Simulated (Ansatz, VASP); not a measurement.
# InSb: VASP beside Ansatz

```xyz
2
Lattice="0.0000 2.9148 3.4965 2.9148 0.0000 3.4965 2.9148 2.9148 0.0000" Properties=species:S:1:pos:R:3 pbc="T T T"
In    0.0000    0.0000    0.0000
Sb    2.9148    2.9148    3.4965
```

Alike in both runs: task single point; functional PBEsol; k mesh 14 × 14 × 14; occupations gaussian, width 0.15 eV; no spin polarisation.

|  | VASP | Ansatz |
| --- | --- | --- |
| version | VASP 6.6.1 | Ansatz 0.2.0 |
| potentials or method | VASP PAW PBE potentials, release 64 (In_d, Sb), cutoff 520 eV | scalar-relativistic, plane waves, PAW |
| valence electrons in the cell | 18 | 28 |

|  | VASP | Ansatz | Ansatz less VASP |
| --- | --- | --- | --- |
| gap on the k mesh at the Fermi level (eV) | none | none | - |
| pressure (GPa) | -0.7 | -0.7 | -0.01 |
| traceless stress, the component that is largest in VASP (GPa) | -6.03 | -6.01 | +0.023 |

VASP's potentials were made for PBE, not for PBEsol, and Ansatz warns of the same on its side. A gap of «none» marks a metal or a gap that the smearing closes. With one functional, cell and mesh, what is left measures potentials, basis and numerics. VASP's potentials hold 18 valence electrons a cell and Ansatz's 28, so a difference there can come from the potentials and not from the codes.

Spin-orbit coupling is off throughout.
